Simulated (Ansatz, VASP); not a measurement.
**One calculation of GaF, two programs**

```xyz
2
Lattice="3.1659 0.0000 0.0000 0.0000 3.1659 0.0000 0.0000 0.0000 3.1659" Properties=species:S:1:pos:R:3 pbc="T T T"
Ga    0.0000    0.0000    0.0000
F     1.5830    1.5830    1.5830
```

Alike in both runs: functional BLYP; k mesh 5 × 5 × 5; occupations fermi-dirac, width 0.05 eV; no spin polarisation.

```csv
,VASP,Ansatz
version,VASP 6.6.1,Ansatz 0.2.0
potentials or method,"VASP PAW PBE potentials, release 64 (Ga_d, F)",Ansatz PAW
plane-wave cutoff (eV),520,420
valence electrons in the cell,20,20
task,single point,projected density of states
```

```csv
,VASP,Ansatz,Ansatz less VASP
gap on the k mesh at the Fermi level (eV),2.58,2.61,+0.022
least direct gap on the mesh (eV),2.93,2.93,+0.008
pressure (GPa),2.9,3.1,+0.24
```

VASP's potentials were made for PBE, not for BLYP. With one functional, cell and mesh, what is left measures potentials, basis and numerics.

Noted on Ansatz's run: odd divisions of the mesh miss points on the zone boundary, where band edges often lie, so the gap on the mesh can be too wide.
